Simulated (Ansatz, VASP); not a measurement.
## BiTe: VASP beside Ansatz

The input INCAR:

```
SYSTEM = BiTe
PREC     = Accurate       ! precision mode
ENCUT    = 520            ! plane-wave cutoff, eV
EDIFF    = 1E-7           ! SCF threshold, eV
ISMEAR   = 1              ! smearing method
SIGMA    = 0.1            ! smearing width, eV
LREAL    = .False.        ! projectors in reciprocal space
LASPH    = .True.         ! aspherical terms in the spheres
NELM     = 80             ! most SCF steps
ALGO     = Normal         ! electronic algorithm
ISIF     = 2              ! what is computed and relaxed
LWAVE    = .False.        ! write WAVECAR
LCHARG   = .False.        ! write CHGCAR
GGA      = PS             ! functional
NBANDS   = 18             ! bands
```

File KPOINTS:

```
Automatic mesh
0
Gamma
  14 14 14
  0 0 0
```

Contents of POSCAR:

```
BiTe
1.0
    0.0000000000      3.3320500000      3.2350000000
    3.3320500000      0.0000000000      3.2350000000
    3.3320500000      3.3320500000      0.0000000000
Bi Te
1 1
Direct
    0.0000000000      0.0000000000      0.0000000000
    0.5000000000      0.5000000000      0.5000000000
```

Input for Ansatz:

```yaml
crystal:
  lattice:
    - [0.0, 3.33205, 3.235]
    - [3.33205, 0.0, 3.235]
    - [3.33205, 3.33205, 0.0]
  atoms:
    - { symbol: Bi, position: [0.0, 0.0, 0.0] }
    - { symbol: Te, position: [0.5, 0.5, 0.5] }
basis:
  ecutwfc: 420
kpoints:
  mp_grid: { grid: [14, 14, 14] }
hamiltonian:
  xc: pbesol
scf:
  occupations: { method: cold, width: 0.1 }
output:
  forces: true
  stress: true
  eigenvalues: true
```

Change from the starting cell: strain +0.0300 x Voigt [1, 1, 0, 0, 0, 0], atoms carried along.

Alike in both runs: task single point; functional PBEsol; k mesh 14 × 14 × 14; no spin polarisation.

|  | VASP | Ansatz |
| --- | --- | --- |
| version | VASP 6.6.1 | Ansatz 0.2.0 |
| potentials or method | VASP PAW PBE potentials, release 64 (Bi_d, Te), cutoff 520 eV | scalar-relativistic, plane waves, PAW |
| occupations | methfessel-paxton of order 1, width 0.1 eV | cold, width 0.1 eV |
| valence electrons in the cell | 21 | 31 |

Ansatz gave:

```
gap on the k mesh at the Fermi level (eV)                     : none
pressure (GPa)                                                : -4.0
traceless stress, the component that is largest in VASP (GPa) : 1.34
```

Problem. Which values does VASP return?

Solution. gap on the k mesh at the Fermi level (eV): none; pressure (GPa): -4.0; traceless stress, the component that is largest in VASP (GPa): 1.30.

VASP's potentials were made for PBE, not for PBEsol. A gap of «none» marks a metal or a gap that the smearing closes. VASP's potentials hold 21 valence electrons a cell and Ansatz's 31, so a difference there can come from the potentials and not from the codes.

Spin-orbit coupling is off throughout.
